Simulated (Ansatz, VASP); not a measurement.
# PbS in VASP and in Ansatz

File POSCAR:

```
PbS
1.0
    2.1119725129      1.2193478988      3.0367666667
   -2.1119725129      1.2193478988      3.0367666667
    0.0000000000     -2.4386957977      3.0367666667
Pb S
1 1
Direct
    0.9781509158      0.9781509158      0.9781509158
    0.4774504142      0.4774504142      0.4774504142
```

Contents of INCAR.step1:

```
ALGO = Normal ; EDIFF = 1E-4
ENCUT = 520 ; GGA = PE
ISMEAR = 0 ; LASPH = True
LCHARG = False ; LREAL = False
LWAVE = True ; NBANDS = 17
NELM = 100 ; PREC = Accurate
SIGMA = 0.05
```

File INCAR.step2:

```
ALGO = Normal ; EDIFF = 1E-6
ENCUT = 520 ; ISIF = 2
ISMEAR = 0 ; ISTART = 1
LASPH = True ; LCHARG = False
LMIXTAU = True ; LREAL = False
LWAVE = False ; METAGGA = R2SCAN
NBANDS = 17 ; NELM = 100
PREC = Accurate ; SIGMA = 0.05
```

KPOINTS

```
k-points
0
Gamma
  9 9 9
```

Input for Ansatz:

```yaml
crystal:
  lattice:
    - [2.1119725129, 1.2193478988, 3.0367666667]
    - [-2.1119725129, 1.2193478988, 3.0367666667]
    - [0.0, -2.4386957977, 3.0367666667]
  atoms:
    - { symbol: Pb, position: [0.9781509158, 0.9781509158, 0.9781509158] }
    - { symbol: S, position: [0.4774504142, 0.4774504142, 0.4774504142] }
basis:
  ecutwfc: 500
kpoints:
  mp_grid: { grid: [9, 9, 9] }
hamiltonian:
  xc: r2scan
scf:
  occupations: { method: gaussian, width: 0.05 }
output:
  forces: true
  stress: true
  eigenvalues: true
```

Alike in both runs: task single point; functional r2SCAN; k mesh 9 × 9 × 9; occupations gaussian, width 0.05 eV; no spin polarisation.

|  | VASP | Ansatz |
| --- | --- | --- |
| version | VASP 6.6.1 | Ansatz 0.2.0 |
| potentials or method | VASP PAW PBE potentials, release 64 (Pb_d, S), cutoff 520 eV | scalar-relativistic, plane waves, PAW |
| valence electrons in the cell | 20 | 20 |

```csv
,VASP,Ansatz,Ansatz less VASP
gap on the k mesh at the Fermi level (eV),none,none,-
pressure (GPa),9.0,9.0,0.00
"traceless stress, the component that is largest in VASP (GPa)",2.10,2.10,-0.001
rms of the force components (eV/Å),0.007,0.007,-0.0002
```

VASP's potentials were made for PBE, not for r2SCAN. Atom by atom the forces differ by 0.000 eV/Å (rms over components). A gap of «none» marks a metal or a gap that the smearing closes.

Spin-orbit coupling is off throughout.
